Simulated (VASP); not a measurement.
Set up this calculation in VASP 6.6.1, as the native input.

```yaml
Task: relaxation of cell and atoms
Functional: PBEsol
Potentials_or_basis: VASP PAW PBE potentials, release 64 (W_sv)
Cutoff: 600 eV
k_mesh: 6 × 6 × 4
Occupations: gaussian, width 0.1 eV
Spin: no spin polarisation
Dipole_correction: no
Further_INCAR_settings: ALGO = Fast; EDIFF = 1e-06; IBRION = 2; EDIFFG = -0.04; NSW = 90; ISIF = 3
```

The structure of W lies in POSCAR:

```
W
1.0
    2.6571548570     -1.7561760909      0.0000000000
    2.6571548570      1.7561760909      0.0000000000
    0.0000000000      0.0000000000      7.1638799453
W
4
Direct
    0.8500000000      0.1500000000      0.1170000000
    0.6500000000      0.3500000000      0.6170000000
    0.1500000000      0.8500000000      0.8830000000
    0.3500000000      0.6500000000      0.3830000000
```

One way to write it, as run:

INCAR

```
PREC = Accurate
ENCUT = 600
EDIFF = 1E-6
ISMEAR = 0
SIGMA = 0.1
LREAL = False
LASPH = True
NELM = 80
ALGO = Fast
ISIF = 3
LWAVE = False
LCHARG = False
GGA = PS
IBRION = 2
NSW = 90
EDIFFG = -0.04
```

KPOINTS

```
regular mesh
0
Gamma
  6 6 4
```

Potentials or basis: VASP PAW PBE potentials, release 64 (W_sv).

Run with:

```bash
$ cat potpaw_PBE.64/W_sv/POTCAR > POTCAR
$ mpirun -np 1 vasp_std > vasp.out
```

Results of the run:

| Property | Result |
| --- | --- |
| Relaxed volume | 15.66 Å³/atom |
| Relaxed cell | a = 2.716 Å, b = 2.716 Å, c = 8.998 Å, α = 90.00°, β = 90.00°, γ = 70.69° |
| Space group after relaxing (to 0.1 Å) | Im-3m (No. 229) |
| Energy gained by relaxing | 2589.4 meV/atom |
| Ionic steps | 30 |
| Pressure after relaxing | 0.2 GPa |
| Largest force after relaxing | 0.025 eV/Å |
| Band gap on the k mesh | zero (bands 28 and 29 overlap by 2.29 eV) |

Caveat: a cell axis changed by over 15 % at a fixed basis, so the end point is rough; the PAW data sets were made with another functional, which shifts forces and pressure a little; spin-orbit coupling is left out, which moves the levels of the heavy elements.

Wall time 36 min on 1 thread of AMD EPYC 9R45 96-Core Processor (Zen 5), with other jobs on the host, peak memory 0.25 GiB.
